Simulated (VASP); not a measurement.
# BN (pbe): single point with PBE

BN (pbe):

```xyz
4
Lattice="2.5545 0.0000 0.0000 -1.2773 2.2123 0.0000 0.0000 0.0000 4.2245" Properties=species:S:1:pos:R:3 pbc="T T T"
B     0.0000    1.4749   -0.0013
B     1.2773    0.7374    2.1110
N     0.0000    1.4749    1.5813
N     1.2773    0.7374    3.6936
```

```yaml
Program: VASP 6.6.1
Task: single point
Functional: PBE
Potentials_or_basis: VASP PAW PBE potentials, release 64 (B, N)
Cutoff: 600 eV
k_mesh: 12 × 12 × 6
Occupations: gaussian, width 0.02 eV
Spin: no spin polarisation
```

```yaml
Pressure: 0.0 GPa
Band_gap_on_the_k_mesh: 5.21 eV, indirect (least direct gap 8.24 eV)
```

Levels at points of the mesh, in eV from the valence-band top:
| k point | band 6 | band 7 | band 8 | band 9 | band 10 | band 11 |
| --- | --- | --- | --- | --- | --- | --- |
| (0.00, 0.00, 0.00) | -0.26 | 0.00 | 0.00 | 8.33 | 8.33 | 8.55 |
| (0.50, 0.00, 0.00) | -4.93 | -4.36 | -2.09 | 6.68 | 7.94 | 10.56 |
| (0.00, 0.00, 0.50) | -1.16 | -1.16 | -1.16 | 9.40 | 9.40 | 9.88 |
| (0.50, 0.00, 0.50) | -3.73 | -3.53 | -3.53 | 6.56 | 6.56 | 9.97 |

Wall time 15 s on 1 thread of AMD EPYC 9R45 96-Core Processor (Zen 5), with other jobs on the host, peak memory 0.12 GiB.

A k mesh can miss the band edges. As with any semilocal functional, this PBE gap is likely too small.
